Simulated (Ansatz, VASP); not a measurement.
## Ni: VASP beside Ansatz

```
CELL_PARAMETERS angstrom
3.98783 0.00000 0.00000
-1.99392 3.45356 0.00000
0.00000 0.00000 2.42650
ATOMIC_POSITIONS crystal
Ni 0.00000 0.00000 0.00000
Ni 0.33333 0.66667 0.50000
Ni 0.66667 0.33333 0.50000
```

Alike in both runs: task single point; functional r2SCAN; k mesh 10 × 10 × 15; occupations fermi-dirac, width 0.05 eV; collinear spin.

```csv
,VASP,Ansatz
version,VASP 6.6.1,Ansatz 0.2.0
potentials or method,"VASP PAW PBE potentials, release 64 (Ni), cutoff 520 eV","plane waves (500 eV) with PAW, scalar-relativistic"
valence electrons in the cell,30,54
```

```csv
,VASP,Ansatz,Ansatz less VASP
pressure (GPa),-6.9,-7.3,-0.36
"traceless stress, the component that is largest in VASP (GPa)",0.13,0.18,+0.050
net moment per atom (μB),0.71,0.72,+0.014
size of the moment on the site where the two differ most (μB),0.73,0.80,+0.067
```

VASP's potentials were made for PBE, not for r2SCAN. Site moments also hang on the region over which each program counts them. VASP's potentials hold 30 valence electrons a cell and Ansatz's 54, so a difference there can come from the potentials and not from the codes. Ansatz's warnings: stability check not made.
